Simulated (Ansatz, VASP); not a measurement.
One calculation of Ba2TeS, two programs

```
CELL_PARAMETERS angstrom
4.75625 0.00000 0.00000
0.00000 4.75625 0.00000
0.00000 0.00000 6.78397
ATOMIC_POSITIONS crystal
S 0.00000 0.00000 0.00000
Ba 0.00000 0.00000 0.50000
Ba 0.50000 0.50000 0.00000
Te 0.50000 0.50000 0.50000
```

Change from the starting cell: biaxial_xy strain -0.8%.

Alike in both runs: task single point; functional r2SCAN; k mesh 6 × 6 × 4; no spin polarisation.

```csv
,VASP,Ansatz
version,VASP 6.6.1,Ansatz 0.2.0
potentials or method,"VASP PAW PBE potentials, release 64 (S, Ba_sv, Te)","plane waves, PAW"
plane-wave cutoff (eV),520,500
occupations,"gaussian, width 0.01 eV",fixed
valence electrons in the cell,32,42
```

Ansatz gave:

| Property | Result |
| --- | --- |
| gap on the k mesh at the Fermi level (eV) | 2.10 |
| pressure (GPa) | 0.6 |

Problem. What did VASP give for the same quantities?

Solution. gap on the k mesh at the Fermi level (eV): 2.02; pressure (GPa): 1.0.

VASP's potentials were made for PBE, not for r2SCAN. VASP's potentials hold 32 valence electrons a cell and Ansatz's 42, so a difference there can come from the potentials and not from the codes.

Neither program's run includes spin-orbit coupling.
